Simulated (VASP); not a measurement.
# BN (C2) in VASP: further runs

The runs below take BN through single point, with PBE.

Everything below comes from runs of VASP 6.6.1. Logs are shortened: lines on timing, memory, paths and dates and some standing lists are left out, and cuts for length are marked.

### Step 1. The cell of the first run

Symmetry: C2, No. 5, monoclinic system. The conventional cell has a = 3.396 Å, b = 3.625 Å, c = 2.187 Å, α = 90.00°, β = 125.75°, γ = 90.00°. Within 1.9 Å of B (site symmetry 2) lie 4 N at 1.42 to 1.65 Å. N (site symmetry 2) has 4 B at 1.42 to 1.65 Å within 1.9 Å.

### Step 2. Single point, PBE (engineering shear strain xz -0.2250, normal strain along z -0.0700)

INCAR reads:

```
  PREC = Accurate
  ENCUT = 520
  EDIFF = 1E-7
  ISMEAR = 0
  SIGMA = 0.05
  LREAL = False
  LASPH = True
  NELM = 60
  ALGO = Normal
  ISIF = 2
  LWAVE = False
  LCHARG = True
  GGA = PE
  LELF = True
  LVHAR = True
  NBANDS = 11
```

KPOINTS reads:

```
Automatic mesh
0
Gamma
  12 12 12
```

POSCAR reads:

```
BN
1.0
   -0.2038943003      1.6855262161      1.8123937807
    1.8123937807     -0.2038943003      1.8123937807
    1.6084994804      1.4816319157      0.0000000000
B N
1 1
Direct
    0.0000000000      0.0000000000      0.0000000000
    0.7500000000      0.7500000000      0.7500000000
```

Potentials or basis: VASP PAW PBE potentials, release 64 (B, N).

The run is started by

```console
$ cat potpaw_PBE.64/B/POTCAR potpaw_PBE.64/N/POTCAR > POTCAR
$ mpirun -np 1 vasp_std > vasp.out
```

OUTCAR:

```text
PREC = Accurate
   ENCUT = 520
   EDIFF = 1E-7
   ISMEAR = 0
   LREAL = False
   LASPH = True
   NELM = 60
   ISIF = 2
   GGA = PE

 ion  position               nearest neighbor table
   1  0.000  0.000  0.000-   2 1.42   2 1.42   2 1.65   2 1.65
   2  0.750  0.750  0.750-   1 1.42   1 1.42   1 1.65   1 1.65

  LATTYP: Found a base centered monoclinic cell.
 ALAT       =     3.3956274888
 B/A-ratio  =     1.0674868116
 C/A-ratio  =     0.6440322529
 COS(beta)  =    -0.5842719518

  Lattice vectors:

 A1 = (   0.2038943003,  -1.6855262160,   1.8123937807)
 A2 = (   0.2038943003,  -1.6855262161,  -1.8123937807)
 A3 = (   1.6084994804,   1.4816319157,   0.0000000000)

Analysis of symmetry for initial positions (statically):
=====================================================================
 Subroutine PRICEL returns:
 Original cell was already a primitive cell.

 Routine SETGRP: Setting up the symmetry group for a
 base centered monoclinic supercell.

 Subroutine GETGRP returns: Found  2 space group operations
 (whereof  2 operations were pure point group operations)
 out of a pool of  4 trial point group operations.

The static configuration has the point symmetry C_2 .

Analysis of symmetry for dynamics (positions and initial velocities):
=====================================================================
 Subroutine PRICEL returns:
 Original cell was already a primitive cell.

 Routine SETGRP: Setting up the symmetry group for a
 base centered monoclinic supercell.

 Subroutine GETGRP returns: Found  2 space group operations
 (whereof  2 operations were pure point group operations)
 out of a pool of  4 trial point group operations.

The dynamic configuration has the point symmetry C_2 .

 Subroutine INISYM returns: Found  2 space group operations
 (whereof  2 operations are pure point group operations),
 and found     1 'primitive' translations

----------------------------------------------------------------------------------------

                                     Primitive cell

  volume of cell :      10.9224

  direct lattice vectors                    reciprocal lattice vectors
    -0.203894300  1.685526216  1.812393781    -0.245851632  0.266903148  0.275878236
     1.812393781 -0.203894300  1.812393781     0.245851632 -0.266903148  0.275878236
     1.608499480  1.481631916  0.000000000     0.313517219  0.334568735 -0.275878236

  length of vectors
     2.483413523  2.571208922  2.186893622     0.455838916  0.455838916  0.535105678

  position of ions in fractional coordinates (direct lattice)
     0.000000000  0.000000000  0.000000000
     0.750000000  0.750000000  0.750000000

  ion indices of the primitive-cell ions
   primitive index   ion index
                 1           1
                 2           2

----------------------------------------------------------------------------------------

 KPOINTS: Automatic mesh

Automatic generation of k-mesh.
 Grid dimensions read from file:
 generate k-points for:   12   12   12

 Generating k-lattice:

  Cartesian coordinates                     Fractional coordinates (reciprocal lattice)
    -0.020487636  0.022241929  0.022989853     0.083333333  0.000000000 -0.000000000
     0.020487636 -0.022241929  0.022989853     0.000000000  0.083333333  0.000000000
     0.026126435  0.027880728 -0.022989853     0.000000000  0.000000000  0.083333333

  Length of vectors
     0.037986576  0.037986576  0.044592140

  Shift w.r.t. Gamma in fractional coordinates (k-lattice)
     0.000000000  0.000000000  0.000000000

 Subroutine IBZKPT returns following result:
 ===========================================

 Found    476 irreducible k-points:

 Following reciprocal coordinates:
            Coordinates               Weight
  0.000000  0.000000  0.000000      1.000000
  0.083333  0.000000 -0.000000      4.000000
  0.166667 -0.000000 -0.000000      4.000000
  0.250000  0.000000 -0.000000      4.000000
  0.333333 -0.000000  0.000000      4.000000
  0.416667 -0.000000 -0.000000      4.000000
[... 16 lines left out ...]
  0.500000  0.166667 -0.000000      4.000000
 -0.416667  0.166667  0.000000      4.000000
 [... further k-points ...]
   k-points           NKPTS =    476   k-points in BZ     NKDIM =    476   number of bands    NBANDS=     11
   number of dos      NEDOS =    301   number of ions     NIONS =      2
   total plane-waves  NPLWV =   5760
   dimension x,y,z NGX =    18 NGY =   20 NGZ =   16
   dimension x,y,z NGXF=    36 NGYF=   40 NGZF=   32
   ions per type =               1   1
   NGX,Y,Z   is equivalent  to a cutoff of  12.05, 12.93, 12.16 a.u.
   NGXF,Y,Z  is equivalent  to a cutoff of  24.10, 25.86, 24.33 a.u.
 SYSTEM =  unknown system
   PREC   = accura    normal or accurate (medium, high low for compatibility)
   ISTART =      0    job   : 0-new  1-cont  2-samecut
   ICHARG =      2    charge: 1-file 2-atom 10-const
   ISPIN  =      1    spin polarized calculation?
   LNONCOLLINEAR =      F non collinear calculations
   LSORBIT =      F    spin-orbit coupling
   LASPH  =      T    aspherical Exc in radial PAW
   ENCUT  =  520.0 eV  38.22 Ry    6.18 a.u.   4.62  4.78  4.07*2*pi/ulx,y,z
   NELM   =     60;   NELMIN=  2; NELMDL= -5     # of ELM steps
   EDIFF  = 0.1E-06   stopping-criterion for ELM
   LREAL  =      F    real-space projection
   EDIFFG = 0.1E-05   stopping-criterion for IOM
   NSW    =      0    number of steps for IOM
   IBRION =     -1    ionic relax: 0-MD 1-quasi-New 2-CG
   NFREE  =      0    steps in history (QN), initial steepest desc. (CG)
   ISIF   =      2    stress and relaxation
   ISYM   =      2    0-nonsym 1-usesym 2-fastsym
   POTIM  = 0.5000    time-step for ionic-motion
   TEBEG  =    0.0;   TEEND  =   0.0 temperature during run
   PSTRESS=    0.0 pullay stress
   NELECT =       8.0000    total number of electrons
   NUPDOWN=      -1.0000    fix difference up-down
   EMIN   =  10.00;   EMAX   =-10.00  energy-range for DOS
   EFERMI =   0.00;   METHOD = LEGACY
   ISMEAR =     0;   SIGMA  =   0.05  broadening in eV -4-tet -1-fermi 0-gaus
   EFERMI_NEDOS =   21; number of points for ismear=-14 and -15
   IALGO  =     38    algorithm
   IMIX   =      4    mixing-type and parameters
     AMIX     =   0.40;   BMIX     =  1.00
     AMIX_MAG =   1.60;   BMIX_MAG =  1.00
  volume/ion in A,a.u.               =       5.46        36.85
  Fermi-wavevector in a.u.,A,eV,Ry     =   1.475701  2.788670 29.629299  2.177692
  Thomas-Fermi vector in A             =   2.590318
   LORBIT       =      0    0 simple, 1 ext, 2 COOP (PROOUT), +10 PAW based schemes
   GGA     = PE    functional components
   LHFCALC =     F    Hartree Fock is set to
   AEXX    =    0.0000 exact exchange contribution
   IVDW    =     0    specifies the selected vdW correction
   LEPSILON=     F    determine dielectric tensor
   LRPA    =     F    only Hartree local field effects (RPA)
 non-spin polarized calculation
 Gauss-broadening in eV      SIGMA  =   0.05
  energy-cutoff  :      520.00
  volume of cell :       10.92
 maximum number of plane-waves:       309
   NGX =  9   NGY =  9   NGZ =  9

 number of electron       8.0000000 magnetization

 Free energy of the ion-electron system (eV)
  ---------------------------------------------------
  ext. energy  EPLUGINS =         0.00000000
  ---------------------------------------------------
  free energy    TOTEN  =       -16.17523420 eV

  energy without entropy =      -16.17523420  energy(sigma->0) =      -16.17523420

 E-fermi :   9.8978     XC(G=0): -13.1985

 val. band max:        9.6144487421   @ k =   0.0000   0.0000   0.0000
 cond. band min:      11.2536963332   @ k =   0.5000   0.5000   0.0000
 fundamental gap:      1.6392475911
 Fermi energy:         9.8978111482

 k-point     1 :       0.0000    0.0000    0.0000
  band No.  band energies     occupation
      1     -12.8846      2.00000
      2       7.5149      2.00000
      3       7.8027      2.00000
      4       9.6144      2.00000
      5      14.0167      0.00000
      6      14.5022      0.00000
      7      21.4885      0.00000
      8      24.4697      0.00000
      9      33.8295      0.00000
     10      35.4315      0.00000
     11      36.9900      0.00000

 k-point     2 :       0.0833    0.0000   -0.0000
  band No.  band energies     occupation
      1     -12.7357      2.00000
      2       6.3475      2.00000
      3       7.6517      2.00000
      4       9.4942      2.00000
      5      14.3245      0.00000
      6      15.5664      0.00000
      7      21.6623      0.00000
      8      24.5316      0.00000
      9      32.6445      0.00000
     10      35.5911      0.00000
     11      37.2078      0.00000

 k-point     3 :       0.1667   -0.0000   -0.0000
  band No.  band energies     occupation
      1     -12.2964      2.00000
      2       3.9652      2.00000
      3       7.3775      2.00000
      4       9.1984      2.00000
      5      14.8780      0.00000
      6      17.7030      0.00000
      7      22.0930      0.00000
      8      24.7187      0.00000
      9      31.2872      0.00000
     10      35.3424      0.00000
     11      37.0572      0.00000
[... 267 lines left out ...]
 k-point    23 :       0.5000    0.1667   -0.0000
  band No.  band energies     occupation
      1      -9.0391      2.00000
      2      -2.6081      2.00000
      3       4.3009      2.00000
      4       7.6357      2.00000
      5      17.4334      0.00000
      6      21.5706      0.00000
      7      23.7800      0.00000
      8      25.5430      0.00000
      9      28.9930      0.00000
     10      36.5420      0.00000
     11      40.2307      0.00000

 k-point    24 :      -0.4167    0.1667    0.0000
  band No.  band energies     occupation
      1      -9.0309      2.00000
      2      -2.5992      2.00000
      3       3.7925      2.00000
      4       7.7855      2.00000
      5      18.2295      0.00000
      6      22.1958      0.00000
      7      23.7974      0.00000
      8      25.7108      0.00000
      9      29.2773      0.00000
     10      35.9592      0.00000
     11      39.1284      0.00000

 [... further k-points ...]

------------------------ aborting loop because EDIFF is reached ----------------------------------------

  FORCE on cell =-STRESS in cart. coord.  units (eV):
  Direction    XX          YY          ZZ          XY          YZ          ZX
  --------------------------------------------------------------------------------------
  -------------------------------------------------------------------------------------
  Total        4.0745137      6.4636302      1.9309584      9.2808844      0.0000000      0.0000000
  in kB      597.6770358    948.1286924    283.2459463   1361.3824724      0.0000000      0.0000000
  external PRESSURE =     609.6838915 kB  Pullay stress =       0.0000000 kB

 VOLUME and BASIS-vectors are now :
 -----------------------------------------------------------------------------
  energy-cutoff  :      520.00
  volume of cell :       10.92
      direct lattice vectors                 reciprocal lattice vectors
    -0.203894300  1.685526216  1.812393781    -0.245851632  0.266903148  0.275878236
     1.812393781 -0.203894300  1.812393781     0.245851632 -0.266903148  0.275878236
     1.608499480  1.481631916  0.000000000     0.313517219  0.334568735 -0.275878236

 POSITION                                       TOTAL-FORCE (eV/Angst)
 -----------------------------------------------------------------------------------
      0.00000      0.00000      0.00000        -0.000000      0.000000      1.354242
      2.41275      2.22245      2.71859         0.000000     -0.000000     -1.354242
 -----------------------------------------------------------------------------------
    total drift:                                0.000005      0.000001     -0.000003

  FREE ENERGIE OF THE ION-ELECTRON SYSTEM (eV)
  ---------------------------------------------------
  free  energy   TOTEN  =       -16.1752341950 eV

  energy  without entropy=      -16.1752341950  energy(sigma->0) =      -16.17523420
```

Wall time 28 s (1 thread of Intel Xeon Platinum 8488C (Sapphire Rapids), shared host); peak memory 0.16 GiB.

Results:

| Quantity | Value |
| --- | --- |
| Free energy | -16.1752 eV |
| Pressure | 61.0 GPa |
| Largest force | 1.354 eV/Å |
| Band gap on the k mesh | 1.64 eV (least direct gap 4.40 eV) |

Forces in eV/Å, atoms in the order of the input:
```
B    0.000  0.000  1.354
N    0.000  0.000 -1.354
```

Stress tensor (GPa, compression positive):
```
 59.77 136.14   0.00
136.14  94.81   0.00
  0.00   0.00  28.32
```

Levels at points of the mesh, in eV from the valence-band top:
| k point | band 1 | band 2 | band 3 | band 4 | band 5 | band 6 | band 7 | band 8 | band 9 |
| --- | --- | --- | --- | --- | --- | --- | --- | --- | --- |
| (0.00, 0.00, 0.00) | -22.50 | -2.10 | -1.81 | 0.00 | 4.40 | 4.89 | 11.87 | 14.86 | 24.22 |
| (0.50, 0.00, 0.00) | -18.96 | -12.96 | -3.04 | -1.40 | 6.62 | 12.61 | 13.84 | 16.06 | 21.19 |
| (0.50, 0.50, 0.00) | -17.15 | -11.04 | -8.28 | -3.26 | 1.64 | 12.83 | 17.24 | 18.63 | 19.46 |
| (0.00, 0.00, 0.50) | -16.77 | -12.19 | -4.90 | -3.15 | 6.52 | 9.09 | 10.40 | 14.87 | 21.31 |
| (0.50, 0.00, 0.50) | -15.59 | -10.23 | -6.93 | -6.55 | 2.58 | 7.49 | 15.32 | 16.41 | 24.44 |
| (0.00, 0.50, 0.50) | -16.48 | -11.15 | -5.87 | -5.69 | 3.96 | 9.31 | 15.02 | 15.81 | 23.24 |

Caveat: the cell differs from its parent crystal (engineering shear strain xz -0.2250, normal strain along z -0.0700); the cell stands under pressure; forces of over 1 eV/Å act on the atoms, so gaps and moduli don't describe the material at rest. A k mesh can miss the band edges.

### Step 3. Single point, PBE (engineering shear strain xz -0.1500, normal strain along z -0.0700)

INCAR reads:

```
SYSTEM = BN
  ALGO = Normal
  EDIFF = 1E-6
  ENCUT = 520
  GGA = PE
  ISIF = 2
  ISMEAR = 0
  LASPH = .TRUE.
  LCHARG = .FALSE.
  LREAL = .FALSE.
  LWAVE = .FALSE.
  NBANDS = 11
  NELM = 100
  PREC = Accurate
  SIGMA = 0.05
```

KPOINTS reads:

```
k-points
0
G
  12 12 12
  0 0 0
```

POSCAR reads:

```
BN
1.0
   -0.1359295336      1.6855262161      1.8123937807
    1.8123937807     -0.1359295336      1.8123937807
    1.6764642471      1.5495966825      0.0000000000
B N
1 1
Direct
    0.0000000000      0.0000000000      0.0000000000
    0.7500000000      0.7500000000      0.7500000000
```

Potentials or basis: VASP PAW PBE potentials, release 64 (B, N).

The run is started by

```console
$ cat potpaw_PBE.64/B/POTCAR potpaw_PBE.64/N/POTCAR > POTCAR
$ mpirun -np 1 vasp_std > vasp.out
```

Run time: 26 s. Hardware: 1 thread of Intel Xeon Platinum 8488C (Sapphire Rapids), shared host; peak memory 0.16 GiB.

Results (log left out):

| Item | Value |
| --- | --- |
| Free energy | -16.8112 eV |
| Pressure | 44.1 GPa |
| Largest force | 0.811 eV/Å |
| Band gap on the k mesh | 2.94 eV (least direct gap 6.22 eV) |

Forces on the atoms (eV/Å):
```
B    0.000  0.000  0.811
N    0.000  0.000 -0.811
```

Stress tensor (GPa, compression positive):
```
35.65 88.09  0.00
88.09 74.83  0.00
 0.00  0.00 21.85
```

Levels at points of the mesh, in eV from the valence-band top:
| k point | band 1 | band 2 | band 3 | band 4 | band 5 | band 6 | band 7 | band 8 |
| --- | --- | --- | --- | --- | --- | --- | --- | --- |
| (0.00, 0.00, 0.00) | -21.90 | -1.31 | -1.18 | 0.00 | 6.22 | 6.25 | 10.83 | 13.36 |
| (0.50, 0.00, 0.00) | -18.05 | -12.36 | -2.77 | -1.58 | 7.99 | 11.79 | 13.89 | 15.38 |
| (0.50, 0.50, 0.00) | -16.36 | -10.55 | -7.15 | -3.87 | 3.03 | 11.36 | 17.49 | 18.67 |
| (0.00, 0.00, 0.50) | -16.59 | -11.86 | -4.13 | -2.67 | 7.59 | 10.11 | 10.54 | 15.22 |
| (0.50, 0.00, 0.50) | -15.17 | -9.58 | -6.61 | -6.42 | 2.94 | 7.76 | 16.78 | 17.54 |
| (0.00, 0.50, 0.50) | -16.06 | -10.60 | -5.54 | -5.48 | 4.29 | 9.57 | 16.56 | 16.79 |

Caveat: the cell differs from its parent crystal (engineering shear strain xz -0.1500, normal strain along z -0.0700); the cell stands under pressure. A k mesh can miss the band edges.
